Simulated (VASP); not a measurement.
# HgH3 (I4/mmm) in VASP: notebook

HgH3 is run at these levels: PBE; tasks: relaxation of cell and atoms, single point.

All numbers are computed with VASP 6.6.1; they aren't measurements. Logs are shortened: lines on timing, memory, paths and dates and some standing lists are left out, and cuts for length are marked.

### Step 1. The cell of the first run

It takes space group I4/mmm (No. 139, tetragonal). The conventional cell has a = 3.389 Å, b = 3.389 Å, c = 7.570 Å, α = 90.00°, β = 90.00°, γ = 90.00°. Within 3.2 Å of Hg (site symmetry 4/mmm) lie 12 H at 2.40 to 2.54 Å. H (site symmetry 4/mmm) has 4 Hg at 2.40 Å and 8 H at 2.54 Å within 3.2 Å. Within 3.2 Å of H (site symmetry -4m2) lie 8 H at 2.40 to 2.54 Å and 4 Hg at 2.54 Å.

### Step 2. Relaxation of cell and atoms, PBE

INCAR reads:

```
  PREC = Accurate
  ENCUT = 600
  EDIFF = 1E-6
  ISMEAR = 0
  SIGMA = 0.1
  LREAL = False
  LASPH = True
  NELM = 80
  ALGO = Normal
  ISIF = 3
  LWAVE = False
  LCHARG = False
  GGA = PE
  IBRION = 2
  NSW = 90
  EDIFFG = -0.04
```

KPOINTS reads:

```
regular mesh
0
Gamma
  8 8 8
```

POSCAR reads:

```
HgH3
1.0
   -1.6943740201      1.6943740201      3.7848354735
    1.6943740201     -1.6943740201      3.7848354735
    1.6943740201      1.6943740201     -3.7848354735
Hg H
1 3
Direct
    0.0000000000      0.0000000000      0.0000000000
    0.5000000000      0.5000000000      0.0000000000
    0.2500000000      0.7500000000      0.5000000000
    0.7500000000      0.2500000000      0.5000000000
```

Potentials or basis: VASP PAW PBE potentials, release 64 (Hg, H).

Started as:

```bash
> cat potpaw_PBE.64/Hg/POTCAR potpaw_PBE.64/H/POTCAR > POTCAR
> mpirun -np 1 vasp_std > vasp.out
```

OUTCAR:

```text
PREC = Accurate
   ENCUT = 600
   EDIFF = 1E-6
   ISMEAR = 0
   LREAL = False
   LASPH = True
   NELM = 80
   ISIF = 3
   GGA = PE
   IBRION = 2
   NSW = 90
   EDIFFG = -0.04

 ion  position               nearest neighbor table
   1  0.000  0.000  0.000-
   2  0.500  0.500  0.000-
   3  0.250  0.750  0.500-
   4  0.750  0.250  0.500-

  LATTYP: Found a body centered tetragonal cell.
 ALAT       =     3.3887480402
 C/A-ratio  =     2.2337662338

  Lattice vectors:

 A1 = (  -1.6943740201,   1.6943740201,   3.7848354735)
 A2 = (   1.6943740201,  -1.6943740201,   3.7848354735)
 A3 = (   1.6943740201,   1.6943740201,  -3.7848354735)

Analysis of symmetry for initial positions (statically):
=====================================================================
 Subroutine PRICEL returns:
 Original cell was already a primitive cell.

 Routine SETGRP: Setting up the symmetry group for a
 body centered tetragonal supercell.

 Subroutine GETGRP returns: Found 16 space group operations
 (whereof 16 operations were pure point group operations)
 out of a pool of 16 trial point group operations.

The static configuration has the point symmetry D_4h.

Analysis of symmetry for dynamics (positions and initial velocities):
=====================================================================
 Subroutine PRICEL returns:
 Original cell was already a primitive cell.

 Routine SETGRP: Setting up the symmetry group for a
 body centered tetragonal supercell.

 Subroutine GETGRP returns: Found 16 space group operations
 (whereof 16 operations were pure point group operations)
 out of a pool of 16 trial point group operations.

The dynamic configuration has the point symmetry D_4h.

 Subroutine INISYM returns: Found 16 space group operations
 (whereof 16 operations are pure point group operations),
 and found     1 'primitive' translations

----------------------------------------------------------------------------------------

                                     Primitive cell

  volume of cell :      43.4636

  direct lattice vectors                    reciprocal lattice vectors
    -1.694374020  1.694374020  3.784835473     0.000000000  0.295094232  0.132106139
     1.694374020 -1.694374020  3.784835473     0.295094232  0.000000000  0.132106139
     1.694374020  1.694374020 -3.784835473     0.295094232  0.295094232  0.000000000

  length of vectors
     4.479596656  4.479596656  4.479596656     0.323315075  0.323315075  0.417326265

  position of ions in fractional coordinates (direct lattice)
     0.000000000  0.000000000  0.000000000
     0.500000000  0.500000000  0.000000000
     0.250000000  0.750000000  0.500000000
     0.750000000  0.250000000  0.500000000

  ion indices of the primitive-cell ions
   primitive index   ion index
                 1           1
                 2           2
                 3           3
                 4           4

----------------------------------------------------------------------------------------

 KPOINTS: regular mesh

Automatic generation of k-mesh.
 Grid dimensions read from file:
 generate k-points for:    8    8    8

 Generating k-lattice:

  Cartesian coordinates                     Fractional coordinates (reciprocal lattice)
     0.000000000  0.036886779  0.016513267     0.125000000  0.000000000  0.000000000
     0.036886779  0.000000000  0.016513267     0.000000000  0.125000000  0.000000000
     0.036886779  0.036886779  0.000000000     0.000000000  0.000000000  0.125000000

  Length of vectors
     0.040414384  0.040414384  0.052165783

  Shift w.r.t. Gamma in fractional coordinates (k-lattice)
     0.000000000  0.000000000  0.000000000

 Subroutine IBZKPT returns following result:
 ===========================================

 Found     59 irreducible k-points:

 Following reciprocal coordinates:
            Coordinates               Weight
  0.000000  0.000000  0.000000      1.000000
  0.125000  0.000000 -0.000000      8.000000
  0.250000  0.000000 -0.000000      8.000000
  0.375000  0.000000  0.000000      8.000000
  0.500000  0.000000 -0.000000      4.000000
  0.125000  0.125000 -0.000000      8.000000
[... 16 lines left out ...]
  0.250000  0.125000  0.125000     16.000000
  0.375000  0.125000  0.125000      8.000000
 [... further k-points ...]
   k-points           NKPTS =     59   k-points in BZ     NKDIM =     59   number of bands    NBANDS=     11
   number of dos      NEDOS =    301   number of ions     NIONS =      4
   total plane-waves  NPLWV =  46656
   dimension x,y,z NGX =    36 NGY =   36 NGZ =   36
   dimension x,y,z NGXF=    72 NGYF=   72 NGZF=   72
   ions per type =               1   3
   NGX,Y,Z   is equivalent  to a cutoff of  13.36, 13.36, 13.36 a.u.
   NGXF,Y,Z  is equivalent  to a cutoff of  26.72, 26.72, 26.72 a.u.
 SYSTEM =  unknown system
   PREC   = accura    normal or accurate (medium, high low for compatibility)
   ISTART =      0    job   : 0-new  1-cont  2-samecut
   ICHARG =      2    charge: 1-file 2-atom 10-const
   ISPIN  =      1    spin polarized calculation?
   LNONCOLLINEAR =      F non collinear calculations
   LSORBIT =      F    spin-orbit coupling
   LASPH  =      T    aspherical Exc in radial PAW
   ENCUT  =  600.0 eV  44.10 Ry    6.64 a.u.   8.95  8.95  8.95*2*pi/ulx,y,z
   NELM   =     80;   NELMIN=  2; NELMDL= -5     # of ELM steps
   EDIFF  = 0.1E-05   stopping-criterion for ELM
   LREAL  =      F    real-space projection
   EDIFFG = -.4E-01   stopping-criterion for IOM
   NSW    =     90    number of steps for IOM
   IBRION =      2    ionic relax: 0-MD 1-quasi-New 2-CG
   NFREE  =      1    steps in history (QN), initial steepest desc. (CG)
   ISIF   =      3    stress and relaxation
   ISYM   =      2    0-nonsym 1-usesym 2-fastsym
   POTIM  = 0.5000    time-step for ionic-motion
   TEBEG  =    0.0;   TEEND  =   0.0 temperature during run
   PSTRESS=    0.0 pullay stress
   NELECT =      15.0000    total number of electrons
   NUPDOWN=      -1.0000    fix difference up-down
   EMIN   =  10.00;   EMAX   =-10.00  energy-range for DOS
   EFERMI =   0.00;   METHOD = LEGACY
   ISMEAR =     0;   SIGMA  =   0.10  broadening in eV -4-tet -1-fermi 0-gaus
   EFERMI_NEDOS =   21; number of points for ismear=-14 and -15
   IALGO  =     38    algorithm
   IMIX   =      4    mixing-type and parameters
     AMIX     =   0.40;   BMIX     =  1.00
     AMIX_MAG =   1.60;   BMIX_MAG =  1.00
  volume/ion in A,a.u.               =      10.87        73.33
  Fermi-wavevector in a.u.,A,eV,Ry     =   1.148321  2.170012 17.941209  1.318642
  Thomas-Fermi vector in A             =   2.284997
   LORBIT       =      0    0 simple, 1 ext, 2 COOP (PROOUT), +10 PAW based schemes
   GGA     = PE    functional components
   LHFCALC =     F    Hartree Fock is set to
   AEXX    =    0.0000 exact exchange contribution
   IVDW    =     0    specifies the selected vdW correction
   LEPSILON=     F    determine dielectric tensor
   LRPA    =     F    only Hartree local field effects (RPA)
 conjugate gradient relaxation of ions
 non-spin polarized calculation
 Gauss-broadening in eV      SIGMA  =   0.10
  energy-cutoff  :      600.00
  volume of cell :       43.46
 maximum number of plane-waves:      1484
   NGX = 17   NGY = 17   NGZ = 17

--------------------------------------- Ionic step        1  -------------------------------------------

 number of electron      15.0000002 magnetization

 Free energy of the ion-electron system (eV)
  ---------------------------------------------------
  ext. energy  EPLUGINS =         0.00000000
  ---------------------------------------------------
  free energy    TOTEN  =        -5.58443612 eV

  energy without entropy =       -5.57769106  energy(sigma->0) =       -5.58106359

 E-fermi :   0.1967     XC(G=0):  -9.6861

 val. band max:        0.1778300368   @ k =   0.1250   0.1250  -0.0000
 cond. band min:       0.2259537502   @ k =   0.5000   0.3750  -0.0000
 fundamental gap:      0.0481237133
 Fermi energy:         0.1966639137

 k-point     1 :       0.0000    0.0000    0.0000
  band No.  band energies     occupation
      1      -8.4703      2.00000
      2      -6.6417      2.00000
      3      -6.5281      2.00000
      4      -5.8456      2.00000
      5      -5.8456      2.00000
      6      -5.7058      2.00000
      7       1.0840      0.00000
      8       1.7684      0.00000
      9       4.7661      0.00000
     10       5.6384      0.00000
     11       9.2136      0.00000
[... 309 lines left out ...]
 k-point    24 :       0.3750    0.1250    0.1250
  band No.  band energies     occupation
      1      -6.7574      2.00000
      2      -6.5246      2.00000
      3      -6.0981      2.00000
      4      -6.0205      2.00000
      5      -5.7024      2.00000
      6      -3.0232      2.00000
      7      -2.8319      2.00000
      8       0.2355      0.58244
      9       1.7199      0.00000
     10       5.3006      0.00000
     11       6.3832      0.00000

 [... further k-points ...]
[... 5 lines left out ...]
  --------------------------------------------------------------------------------------
  -------------------------------------------------------------------------------------
  Total       -3.2483000     -3.2483000     -2.2821632      0.0000000     -0.0000000      0.0000000
  in kB     -119.7405227   -119.7405227    -84.1262868      0.0000000     -0.0000000      0.0000000
  external PRESSURE =    -107.8691107 kB  Pullay stress =       0.0000000 kB
[... 95 lines left out ...]
  FREE ENERGIE OF THE ION-ELECTRON SYSTEM (eV)
  ---------------------------------------------------
  free  energy   TOTEN  =        -5.9952478046 eV

  energy  without entropy=       -5.9913795757  energy(sigma->0) =       -5.99331369

[... ionic steps 4 to 12 ...]

--------------------------------------- Ionic step       13  -------------------------------------------

 number of electron      15.0000002 magnetization

------------------------ aborting loop because EDIFF is reached ----------------------------------------
[... 71 lines left out ...]
--------------------------------------- Ionic step       15  -------------------------------------------

 number of electron      15.0000001 magnetization

 Free energy of the ion-electron system (eV)
  ---------------------------------------------------
  ext. energy  EPLUGINS =         0.00000000
  ---------------------------------------------------
  free energy    TOTEN  =        -6.03426334 eV

  energy without entropy =       -6.02836039  energy(sigma->0) =       -6.03131186

 E-fermi :   1.8892     XC(G=0): -10.5280

 val. band max:        1.8804870668   @ k =   0.5000   0.5000   0.2500
 cond. band min:       1.9358602015   @ k =  -0.2500   0.5000   0.2500
 fundamental gap:      0.0553731346
 Fermi energy:         1.8892256417

 k-point     1 :       0.0000    0.0000    0.0000
  band No.  band energies     occupation
      1      -9.1475      2.00000
      2      -6.6626      2.00000
      3      -6.3648      2.00000
      4      -4.7850      2.00000
      5      -4.7850      2.00000
      6      -4.6341      2.00000
      7       1.3081      2.00000
      8       3.9788      0.00000
      9       4.7605      0.00000
     10       9.1698      0.00000
     11      12.2941      0.00000
[... 309 lines left out ...]
 k-point    24 :       0.3750    0.1250    0.1250
  band No.  band energies     occupation
      1      -7.0320      2.00000
      2      -5.9473      2.00000
      3      -5.3854      2.00000
      4      -5.2675      2.00000
      5      -4.7304      2.00000
      6      -1.8614      2.00000
      7      -1.2024      2.00000
      8       1.3633      2.00000
      9       3.4072      0.00000
     10       7.6878      0.00000
     11       9.0856      0.00000

 [... further k-points ...]
[... 5 lines left out ...]
  --------------------------------------------------------------------------------------
  -------------------------------------------------------------------------------------
  Total       -0.0462081     -0.0462081      0.0634260      0.0000000      0.0000000      0.0000000
  in kB       -2.0754036     -2.0754036      2.8487357      0.0000000      0.0000000      0.0000000
  external PRESSURE =      -0.4340238 kB  Pullay stress =       0.0000000 kB
[... 19 lines left out ...]
  FREE ENERGIE OF THE ION-ELECTRON SYSTEM (eV)
  ---------------------------------------------------
  free  energy   TOTEN  =        -6.0342633361 eV

  energy  without entropy=       -6.0283603868  energy(sigma->0) =       -6.03131186

 reached required accuracy - stopping structural energy minimisation
```

Run time: 3.4 min. Hardware: 1 thread of Intel Xeon 6975P-C (Granite Rapids), shared host; peak memory 0.23 GiB.

Results:

| Property | Result |
| --- | --- |
| Free energy | -6.0343 eV |
| Relaxed volume | 8.92 Å³/atom |
| Relaxed cell | a = 4.510 Å, b = 4.510 Å, c = 4.510 Å, α = 141.25°, β = 141.25°, γ = 55.97° |
| Space group after relaxing (to 0.05 Å) | I4/mmm (No. 139) |
| Energy gained by relaxing | 112.5 meV/atom |
| Ionic steps | 15 |
| Pressure after relaxing | 0.0 GPa |

Stress tensor (GPa, compression positive):
```
-0.21  0.00  0.00
 0.00 -0.21  0.00
 0.00  0.00  0.28
```

The path:
| step | energy change (eV) | largest force (eV/Å) | pressure (GPa) | volume (Å³) |
| --- | --- | --- | --- | --- |
| 1 | 0.0000 | 0.0000 | -10.79 | 43.46 |
| 2 | -0.2716 | 0.0000 | -7.77 | 39.02 |
| 3 | -0.4108 | 0.0000 | -1.81 | 34.95 |
| 4 | -0.4169 | 0.0000 | 0.96 | 33.76 |
| 5 | -0.4174 | 0.0000 | 0.29 | 34.04 |
| 6 | -0.4237 | 0.0000 | 0.31 | 34.04 |
| 7 | -0.4294 | 0.0000 | 0.73 | 34.05 |
| 8 | -0.4296 | 0.0000 | 0.80 | 34.05 |
| 9 | -0.4301 | 0.0000 | 1.04 | 34.05 |
| 10 | -0.4333 | 0.0000 | 1.50 | 34.04 |
| 11 | -0.4360 | 0.0000 | 2.61 | 33.99 |
| 12 | -0.4421 | 0.0000 | 1.78 | 34.46 |
| 13 | -0.4482 | 0.0000 | 0.56 | 35.21 |
| 14 | -0.4453 | 0.0000 | -1.49 | 36.72 |
| 15 | -0.4498 | 0.0000 | -0.04 | 35.67 |

Final structure:
```yaml
crystal:
  lattice:
    - [-1.49638, 1.49638, 3.98275]
    - [1.49638, -1.49638, 3.98275]
    - [1.49638, 1.49638, -3.98275]
  atoms:
    - { symbol: Hg, position: [0.00000, 0.00000, 0.00000] }
    - { symbol: H, position: [0.50000, 0.50000, 0.00000] }
    - { symbol: H, position: [0.25000, 0.75000, 0.50000] }
    - { symbol: H, position: [0.75000, 0.25000, 0.50000] }
```

Levels at points of the mesh, in eV from the Fermi level:
```tsv
k point	band 5	band 6	band 7	band 8	band 9	band 10
(0.00, 0.00, 0.00)	-6.67	-6.52	-0.58	2.09	2.87	7.28
(0.50, 0.00, 0.00)	-6.55	-6.14	-3.57	-1.96	1.34	7.64
(0.50, 0.50, 0.00)	-5.82	-2.49	0.09	0.83	1.51	1.85
(0.50, 0.50, 0.50)	-6.61	-6.52	-6.23	3.30	6.02	8.83
```

Caveat: the volume moved by over 15 % at a fixed basis, so the end points are rough; spin-orbit coupling is left out, which moves the levels of the heavy elements.

### Step 3. Single point, PBE

This run uses another cell than the first one, of 8.73 Å³/atom, 0.803 times its volume.

INCAR reads:

```
  ALGO = Normal
  EDIFF = 1E-7
  ENCUT = 520
  GGA = PE
  ISIF = 2
  ISMEAR = 0
  LASPH = T
  LCHARG = T
  LELF = T
  LREAL = F
  LVHAR = T
  LWAVE = F
  NBANDS = 16
  NELM = 60
  PREC = Accurate
  SIGMA = 0.1
```

KPOINTS reads:

```
k-points
0
Gamma
  22 22 22
```

POSCAR reads:

```
HgH3
1.0
   -1.5000872863      1.5000872863      3.8782346902
    1.5000872863     -1.5000872863      3.8782346902
    1.5000872863      1.5000872863     -3.8782346902
Hg H
1 3
Direct
    0.0000000000      0.0000000000      0.0000000000
    0.5000000000      0.5000000000      0.0000000000
    0.2500000000      0.7500000000      0.5000000000
    0.7500000000      0.2500000000      0.5000000000
```

Potentials or basis: VASP PAW PBE potentials, release 64 (Hg, H).

Started as:

```bash
> cat potpaw_PBE.64/Hg/POTCAR potpaw_PBE.64/H/POTCAR > POTCAR
> mpirun -np 1 vasp_std > vasp.out
```

Wall time 6.6 min (1 thread of Intel Xeon 6975P-C (Granite Rapids), shared host); peak memory 0.55 GiB.

It converged, with:

| Property | Result |
| --- | --- |
| Free energy | -6.0473 eV |
| Pressure | 0.5 GPa |

Stress tensor (GPa, compression positive):
```
0.58 0.00 0.00
0.00 0.58 0.00
0.00 0.00 0.21
```

Levels at points of the mesh, in eV from the Fermi level:
| k point | band 3 | band 4 | band 5 | band 6 | band 7 | band 8 | band 9 | band 10 | band 11 | band 12 |
| --- | --- | --- | --- | --- | --- | --- | --- | --- | --- | --- |
| (0.00, 0.00, 0.00) | -8.16 | -6.57 | -6.57 | -6.40 | -0.09 | 2.54 | 2.83 | 7.49 | 10.53 | 10.53 |
| (0.50, 0.00, 0.00) | -7.15 | -6.65 | -6.43 | -6.08 | -3.50 | -1.80 | 1.71 | 7.96 | 11.69 | 12.53 |
| (0.50, 0.50, 0.00) | -7.24 | -6.51 | -5.70 | -2.58 | 0.27 | 0.85 | 1.61 | 2.00 | 4.60 | 5.94 |
| (0.50, 0.50, 0.50) | -6.93 | -6.49 | -6.49 | -6.39 | -6.05 | 3.33 | 6.10 | 8.77 | 8.77 | 11.78 |

Caveat: spin-orbit coupling is left out, which moves the levels of the heavy elements.
